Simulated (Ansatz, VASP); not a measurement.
Zr3Ag: VASP beside Ansatz

INCAR

```
  PREC = Accurate
  ENCUT = 520
  EDIFF = 1E-8
  ISMEAR = -1
  SIGMA = 0.05
  LREAL = False
  LASPH = True
  NELM = 80
  ALGO = Normal
  ISIF = 2
  LWAVE = False
  LCHARG = False
  LEFG = True
  NBANDS = 32
```

The input KPOINTS:

```
regular mesh
0
Gamma
  7 7 8
```

POSCAR

```
Zr3Ag
1.0
    4.6555521472      0.0000000000      0.0000000000
    0.0000000000      4.6555521472      0.0000000000
    0.0000000000      0.0000000000      4.0641767102
Zr Ag
3 1
Direct
    0.5000000000      0.5000000000      0.0000000000
    0.0000000000      0.5000000000      0.5000000000
    0.5000000000      0.0000000000      0.5000000000
    0.0000000000      0.0000000000      0.0000000000
```

Input for Ansatz:

```yaml
crystal:
  lattice:
    - [4.6555521472, 0.0, 0.0]
    - [0.0, 4.6555521472, 0.0]
    - [0.0, 0.0, 4.0641767102]
  atoms:
    - { symbol: Zr, position: [0.5, 0.5, 0.0] }
    - { symbol: Zr, position: [0.0, 0.5, 0.5] }
    - { symbol: Zr, position: [0.5, 0.0, 0.5] }
    - { symbol: Ag, position: [0.0, 0.0, 0.0] }
kpoints:
  mp_grid: { grid: [7, 7, 8] }
scf:
  occupations: { method: fermi_dirac, width: 0.05 }
hamiltonian:
  xc: lda
  pseudopotentials: { kind: all_electron, datasets: crystal }
output:
  forces: true
  stress: true
  eigenvalues: true
  efg: { contact_densities: true }
```

Change from the starting cell: volume scaled by 1.06, crystal datasets.

Alike in both runs: task electric field gradients; functional LDA; k mesh 7 × 7 × 8; occupations fermi-dirac, width 0.05 eV; no spin polarisation.

|  | VASP | Ansatz |
| --- | --- | --- |
| version | VASP 6.6.1 | Ansatz 0.2.0 |
| potentials or method | VASP PAW LDA potentials, release 64 (Zr_sv, Ag), cutoff 520 eV | all-electron PAW with datasets made for the crystal, scalar-relativistic |

```tsv
	VASP	Ansatz	Ansatz less VASP
pressure (GPa)	-9.7	-9.8	-0.12
traceless stress, the component that is largest in VASP (GPa)	1.60	1.62	+0.019
size of Vzz on the site where it differs most (V/Å²)	22.3	15.8	-6.50
```

LDA's correlation is that of Perdew and Zunger in VASP and of Perdew and Wang (1992) in Ansatz. Ansatz ran all-electron here, and VASP with PAW potentials.
